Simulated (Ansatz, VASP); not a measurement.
## One calculation of TaSi2, two programs

```xyz
3
Lattice="2.9910 0.0000 0.0000 -1.4955 2.5903 0.0000 0.0000 0.0000 6.3508" Properties=species:S:1:pos:R:3 pbc="T T T"
Ta    0.0000    0.0000    3.1754
Si    1.4955    0.8634    5.1860
Si    1.4955    0.8634    1.1648
```

Alike in both runs: functional PBE; k mesh 7 × 7 × 4; occupations gaussian, width 0.2 eV; no spin polarisation.

Ansatz relaxed the structure, and its values are those at the end. VASP's run is a single point on that final structure, the one shown.

|  | VASP | Ansatz |
| --- | --- | --- |
| version | VASP 6.6.1 | Ansatz 0.2.0 |
| potentials or method | VASP PAW PBE potentials, release 64 (Ta_pv, Si), cutoff 500 eV | scalar-relativistic, plane waves, PAW |
| valence electrons in the cell | 19 | 21 |

|  | VASP | Ansatz | Ansatz less VASP |
| --- | --- | --- | --- |
| gap on the k mesh at the Fermi level (eV) | none | none | - |
| pressure (GPa) | 0.0 | -0.1 | -0.06 |
| rms of the force components (eV/Å) | 0.010 | 0.020 | +0.0094 |

A gap of «none» marks a metal or a gap that the smearing closes. VASP's potentials hold 19 valence electrons a cell and Ansatz's 21, so a difference there can come from the potentials and not from the codes.

Neither program's run includes spin-orbit coupling.
